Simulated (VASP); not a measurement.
# Eu2O3 (P-3m1) in VASP: single point with LDA

Aim: the single point of Eu2O3 with LDA.

Program: VASP 6.6.1. These are calculated values, not measurements. Logs are shortened: lines on timing, memory, paths and dates and some standing lists are left out, and cuts for length are marked.

## Step 1: The cell of the first run

Symmetry: P-3m1, No. 164, trigonal system. The conventional cell has a = 3.788 Å, b = 3.788 Å, c = 5.821 Å, α = 90.00°, β = 90.00°, γ = 120.00°. Eu (site symmetry 3m) has 7 O at 2.27 to 2.60 Å within 3.0 Å. O (site symmetry -3m) has 6 Eu at 2.60 Å and 6 O at 2.98 Å within 3.4 Å. O (site symmetry 3m) has 4 Eu at 2.27 to 2.38 Å and 6 O at 2.81 to 2.98 Å within 3.0 Å.

## Step 2: Single point, LDA, collinear spin, ferromagnetic start

The input, INCAR:

```
PREC = Accurate ; ENCUT = 520
EDIFF = 1E-7 ; ISMEAR = 0
SIGMA = 0.05 ; LREAL = F
LASPH = T ; NELM = 150
ALGO = Normal ; ISIF = 2
LWAVE = F ; LCHARG = F
ISPIN = 2 ; MAGMOM = 4.9 4.9 0 0 0
LORBIT = 11 ; LMAXMIX = 6
GGA = CA ; NBANDS = 38
```

The input, KPOINTS:

```
regular mesh
0
Gamma
  7 7 4
```

The input, POSCAR:

```
Eu2O3
1.0
    3.7883000000      0.0000000000      0.0000000000
   -1.8941500000      3.2807640372      0.0000000000
    0.0000000000      0.0000000000      5.8208370000
Eu O
2 3
Direct
    0.6666670000      0.3333330000      0.7575560000
    0.3333330000      0.6666670000      0.2424440000
    0.0000000000      0.0000000000      0.0000000000
    0.6666670000      0.3333330000      0.3488960000
    0.3333330000      0.6666670000      0.6511040000
```

Potentials or basis: VASP PAW PBE potentials, release 64 (Eu, O).

On the command line:

```console
cat potpaw_PBE.64/Eu/POTCAR potpaw_PBE.64/O/POTCAR > POTCAR
mpirun -np 1 vasp_std > vasp.out
```

OUTCAR:

```text
PREC = Accurate
   ENCUT = 520
   EDIFF = 1E-7
   ISMEAR = 0
   LREAL = F
   LASPH = T
   NELM = 150
   ISIF = 2
   ISPIN = 2
   LORBIT = 11
   GGA = CA

 ion  position               nearest neighbor table
   1  0.667  0.333  0.758-   5 2.27   5 2.27   5 2.27   4 2.38   3 2.60   3 2.60   3 2.60
   2  0.333  0.667  0.242-   4 2.27   4 2.27   4 2.27   5 2.38   3 2.60   3 2.60   3 2.60
   3  0.000  0.000  0.000-   1 2.60   2 2.60   1 2.60   2 2.60   1 2.60   2 2.60
   4  0.667  0.333  0.349-   2 2.27   2 2.27   2 2.27   1 2.38
   5  0.333  0.667  0.651-   1 2.27   1 2.27   1 2.27   2 2.38

  LATTYP: Found a hexagonal cell.
 ALAT       =     3.7883000000
 C/A-ratio  =     1.5365301059

  Lattice vectors:

 A1 = (   3.7883000000,   0.0000000000,   0.0000000000)
 A2 = (  -1.8941500000,   3.2807640372,   0.0000000000)
 A3 = (   0.0000000000,   0.0000000000,   5.8208370000)

Analysis of symmetry for initial positions (statically):
=====================================================================
 Subroutine PRICEL returns:
 Original cell was already a primitive cell.

 Routine SETGRP: Setting up the symmetry group for a
 hexagonal supercell.

 Subroutine GETGRP returns: Found 12 space group operations
 (whereof 12 operations were pure point group operations)
 out of a pool of 24 trial point group operations.

The static configuration has the point symmetry D_3d.

Analysis of symmetry for dynamics (positions and initial velocities):
=====================================================================
 Subroutine PRICEL returns:
 Original cell was already a primitive cell.

 Routine SETGRP: Setting up the symmetry group for a
 hexagonal supercell.

 Subroutine GETGRP returns: Found 12 space group operations
 (whereof 12 operations were pure point group operations)
 out of a pool of 24 trial point group operations.

The dynamic configuration has the point symmetry D_3d.

Analysis of structural, dynamic, and magnetic symmetry:
=====================================================================
 Subroutine PRICEL returns:
 Original cell was already a primitive cell.

 Routine SETGRP: Setting up the symmetry group for a
 hexagonal supercell.

 Subroutine GETGRP returns: Found 12 space group operations
 (whereof 12 operations were pure point group operations)
 out of a pool of 24 trial point group operations.

The overall configuration has the point symmetry D_3d.

 Subroutine INISYM returns: Found 12 space group operations
 (whereof 12 operations are pure point group operations),
 and found     1 'primitive' translations

----------------------------------------------------------------------------------------

                                     Primitive cell

  volume of cell :      72.3444

  direct lattice vectors                    reciprocal lattice vectors
     3.788300000  0.000000000  0.000000000     0.263970646  0.152403524  0.000000000
    -1.894150000  3.280764037  0.000000000     0.000000000  0.304807048  0.000000000
     0.000000000  0.000000000  5.820837000     0.000000000  0.000000000  0.171796599

  length of vectors
     3.788300000  3.788300000  5.820837000     0.304807048  0.304807048  0.171796599

  position of ions in fractional coordinates (direct lattice)
     0.666667000  0.333333000  0.757556000
     0.333333000  0.666667000  0.242444000
     0.000000000  0.000000000  0.000000000
     0.666667000  0.333333000  0.348896000
     0.333333000  0.666667000  0.651104000

  ion indices of the primitive-cell ions
   primitive index   ion index
                 1           1
                 2           2
                 3           3
                 4           4
                 5           5

----------------------------------------------------------------------------------------

 KPOINTS: regular mesh

Automatic generation of k-mesh.
 Grid dimensions read from file:
 generate k-points for:    7    7    4

 Generating k-lattice:

  Cartesian coordinates                     Fractional coordinates (reciprocal lattice)
     0.037710092  0.021771932  0.000000000     0.142857143  0.000000000  0.000000000
     0.000000000  0.043543864  0.000000000     0.000000000  0.142857143  0.000000000
     0.000000000  0.000000000  0.042949150     0.000000000  0.000000000  0.250000000

  Length of vectors
     0.043543864  0.043543864  0.042949150

  Shift w.r.t. Gamma in fractional coordinates (k-lattice)
     0.000000000  0.000000000  0.000000000

 Subroutine IBZKPT returns following result:
 ===========================================

 Found     28 irreducible k-points:

 Following reciprocal coordinates:
            Coordinates               Weight
  0.000000  0.000000  0.000000      1.000000
  0.142857  0.000000  0.000000      6.000000
  0.285714  0.000000  0.000000      6.000000
  0.428571 -0.000000  0.000000      6.000000
  0.142857  0.142857  0.000000      6.000000
  0.285714  0.142857  0.000000     12.000000
[... 16 lines left out ...]
  0.285714  0.000000  0.500000      6.000000
  0.428571 -0.000000  0.500000      6.000000
 [... further k-points ...]
   k-points           NKPTS =     28   k-points in BZ     NKDIM =     28   number of bands    NBANDS=     38
   number of dos      NEDOS =    301   number of ions     NIONS =      5
   total plane-waves  NPLWV =  37632
   dimension x,y,z NGX =    28 NGY =   28 NGZ =   48
   dimension x,y,z NGXF=    56 NGYF=   56 NGZF=   96
   ions per type =               2   3
   NGX,Y,Z   is equivalent  to a cutoff of  12.29, 12.29, 13.71 a.u.
   NGXF,Y,Z  is equivalent  to a cutoff of  24.58, 24.58, 27.42 a.u.
 SYSTEM =  unknown system
   PREC   = accura    normal or accurate (medium, high low for compatibility)
   ISTART =      0    job   : 0-new  1-cont  2-samecut
   ICHARG =      2    charge: 1-file 2-atom 10-const
   ISPIN  =      2    spin polarized calculation?
   LNONCOLLINEAR =      F non collinear calculations
   LSORBIT =      F    spin-orbit coupling
   LASPH  =      T    aspherical Exc in radial PAW
   ENCUT  =  520.0 eV  38.22 Ry    6.18 a.u.   7.04  7.04 10.82*2*pi/ulx,y,z
   NELM   =    150;   NELMIN=  2; NELMDL= -5     # of ELM steps
   EDIFF  = 0.1E-06   stopping-criterion for ELM
   LREAL  =      F    real-space projection
   EDIFFG = 0.1E-05   stopping-criterion for IOM
   NSW    =      0    number of steps for IOM
   IBRION =     -1    ionic relax: 0-MD 1-quasi-New 2-CG
   NFREE  =      0    steps in history (QN), initial steepest desc. (CG)
   ISIF   =      2    stress and relaxation
   ISYM   =      2    0-nonsym 1-usesym 2-fastsym
   POTIM  = 0.5000    time-step for ionic-motion
   TEBEG  =    0.0;   TEEND  =   0.0 temperature during run
   PSTRESS=    0.0 pullay stress
   NELECT =      52.0000    total number of electrons
   NUPDOWN=      -1.0000    fix difference up-down
   EMIN   =  10.00;   EMAX   =-10.00  energy-range for DOS
   EFERMI =   0.00;   METHOD = LEGACY
   ISMEAR =     0;   SIGMA  =   0.05  broadening in eV -4-tet -1-fermi 0-gaus
   EFERMI_NEDOS =   21; number of points for ismear=-14 and -15
   IALGO  =     38    algorithm
   IMIX   =      4    mixing-type and parameters
     AMIX     =   0.40;   BMIX     =  1.00
     AMIX_MAG =   1.60;   BMIX_MAG =  1.00
  volume/ion in A,a.u.               =      14.47        97.64
  Fermi-wavevector in a.u.,A,eV,Ry     =   1.466474  2.771234 29.259952  2.150546
  Thomas-Fermi vector in A             =   2.582207
   LORBIT       =     11    0 simple, 1 ext, 2 COOP (PROOUT), +10 PAW based schemes
   GGA     = CA    functional components
   LHFCALC =     F    Hartree Fock is set to
   AEXX    =    0.0000 exact exchange contribution
   IVDW    =     0    specifies the selected vdW correction
   LEPSILON=     F    determine dielectric tensor
   LRPA    =     F    only Hartree local field effects (RPA)
 spin polarized calculation
 Gauss-broadening in eV      SIGMA  =   0.05
  energy-cutoff  :      520.00
  volume of cell :       72.34
 maximum number of plane-waves:      1958
   NGX = 15   NGY = 15   NGZ = 21

 number of electron      52.0000000 magnetization       9.8000000

 number of electron      52.0000007 magnetization      11.9999873

 Free energy of the ion-electron system (eV)
  ---------------------------------------------------
  ext. energy  EPLUGINS =         0.00000000
  ---------------------------------------------------
  free energy    TOTEN  =       -55.30406601 eV

  energy without entropy =      -55.29064558  energy(sigma->0) =      -55.29735579

 E-fermi :   2.4427     XC(G=0): -11.6428

 val. band max:        2.4390346443   @ k =   0.4286   0.1429   0.5000
 cond. band min:       2.4624495469   @ k =   0.4286   0.1429   0.2500
 fundamental gap:      0.0234149025
 Fermi energy:         2.4426967860

 spin component 1

 k-point     1 :       0.0000    0.0000    0.0000
  band No.  band energies     occupation
      1     -37.7476      1.00000
      2     -37.6499      1.00000
      3     -17.6368      1.00000
      4     -16.2915      1.00000
      5     -16.2915      1.00000
      6     -16.1418      1.00000
[... 30 lines left out ...]
     37       6.5865      0.00000
     38       7.3137      0.00000
[... 941 lines left out ...]
     37       8.5541      0.00000
     38       8.8748      0.00000

 [... further k-points ...]

 spin component 2

 k-point     1 :       0.0000    0.0000    0.0000
  band No.  band energies     occupation
      1     -35.2441      1.00000
      2     -35.1186      1.00000
      3     -16.5178      1.00000
      4     -14.4548      1.00000
      5     -14.4547      1.00000
      6     -14.3202      1.00000
[... 30 lines left out ...]
     37       7.4545      0.00000
     38       8.2375      0.00000
[... 941 lines left out ...]
     37       9.3873      0.00000
     38       9.5159      0.00000

 [... further k-points ...]
[... 5 lines left out ...]
  --------------------------------------------------------------------------------------
  -------------------------------------------------------------------------------------
  Total       -4.2178672     -4.2178672     -3.2580434      0.0000000      0.0000000      0.0000000
  in kB      -93.4111428    -93.4111428    -72.1543727      0.0000000      0.0000000      0.0000000
  external PRESSURE =     -86.3255527 kB  Pullay stress =       0.0000000 kB

 VOLUME and BASIS-vectors are now :
 -----------------------------------------------------------------------------
  energy-cutoff  :      520.00
  volume of cell :       72.34
      direct lattice vectors                 reciprocal lattice vectors
     3.788300000  0.000000000  0.000000000     0.263970646  0.152403524  0.000000000
    -1.894150000  3.280764037  0.000000000     0.000000000  0.304807048  0.000000000
     0.000000000  0.000000000  5.820837000     0.000000000  0.000000000  0.171796599

 POSITION                                       TOTAL-FORCE (eV/Angst)
 -----------------------------------------------------------------------------------
      1.89415      1.09359      4.40961         0.000000     -0.000000     -0.305212
     -0.00000      2.18718      1.41123        -0.000000      0.000000      0.305212
      0.00000      0.00000      0.00000        -0.000000      0.000000      0.000000
      1.89415      1.09359      2.03087         0.000000      0.000000      0.029896
     -0.00000      2.18718      3.78997        -0.000000      0.000000     -0.029896
 -----------------------------------------------------------------------------------
    total drift:                                0.000000     -0.000000      0.000000

  FREE ENERGIE OF THE ION-ELECTRON SYSTEM (eV)
  ---------------------------------------------------
  free  energy   TOTEN  =       -55.3040660054 eV

  energy  without entropy=      -55.2906455825  energy(sigma->0) =      -55.29735579

 total charge

# of ion       s       p       d       f       tot
--------------------------------------------------
    1        2.038   5.708   0.556   6.269  14.571
    2        2.038   5.708   0.556   6.269  14.571
    3        1.546   3.346   0.000   0.000   4.892
    4        1.556   3.433   0.000   0.000   4.989
    5        1.556   3.433   0.000   0.000   4.989
--------------------------------------------------
tot          8.733  21.629   1.113  12.539  44.014

 magnetization (x)

# of ion       s       p       d       f       tot
--------------------------------------------------
    1       -0.006  -0.082   0.066   6.081   6.059
    2       -0.006  -0.082   0.066   6.081   6.059
    3       -0.003  -0.176   0.000   0.000  -0.179
    4       -0.005  -0.129   0.000   0.000  -0.133
    5       -0.005  -0.129   0.000   0.000  -0.133
--------------------------------------------------
tot         -0.024  -0.596   0.132  12.162  11.673
```

Wall time 6.6 min (1 thread of Intel Xeon Platinum 8488C (Sapphire Rapids), shared host); peak memory 0.27 GiB.

Results:

```yaml
Free_energy: -55.3041 eV
Pressure: -8.6 GPa
Largest_force: 0.305 eV/Å
Band_gap_on_the_k_mesh: zero (filled and empty bands overlap)
Net_moment: 12.00 μB per cell
Site_moments: Eu +6.06; O -0.18, -0.13 μB
Valence_electrons_inside_the_program's_atomic_spheres: Eu 14.57; O 4.89, 4.99
```

Forces in eV/Å, atoms in the order of the input:
```
Eu   0.000  0.000 -0.305
Eu   0.000  0.000  0.305
O    0.000  0.000  0.000
O    0.000  0.000  0.030
O    0.000  0.000 -0.030
```

Levels at points of the mesh, in eV from the Fermi level:
Spin up:
```csv
k point,band 29,band 30,band 31,band 32,band 33,band 34,band 35,band 36
"(0.00, 0.00, 0.00)",-0.33,-0.28,-0.07,0.22,0.22,0.26,3.72,4.14
"(0.00, 0.00, 0.50)",-0.33,-0.33,-0.11,0.12,0.20,0.20,4.77,4.77
```
Spin down:
| k point | band 18 | band 19 | band 20 | band 21 | band 22 | band 23 |
| --- | --- | --- | --- | --- | --- | --- |
| (0.00, 0.00, 0.00) | -1.56 | -1.56 | -1.19 | 3.22 | 3.56 | 3.56 |
| (0.00, 0.00, 0.50) | -2.14 | -1.55 | -1.55 | 3.46 | 3.51 | 3.57 |

Caveat: the PAW data sets were made with another functional, which shifts forces and pressure a little; spin-orbit coupling is left out, which moves the levels of the heavy elements; without U or exact exchange the open f shell lies at the Fermi level, which spoils levels, moments and volumes. With open d or f shells a metallic result of LDA can be an artefact of self-interaction; +U or a hybrid may open a gap.
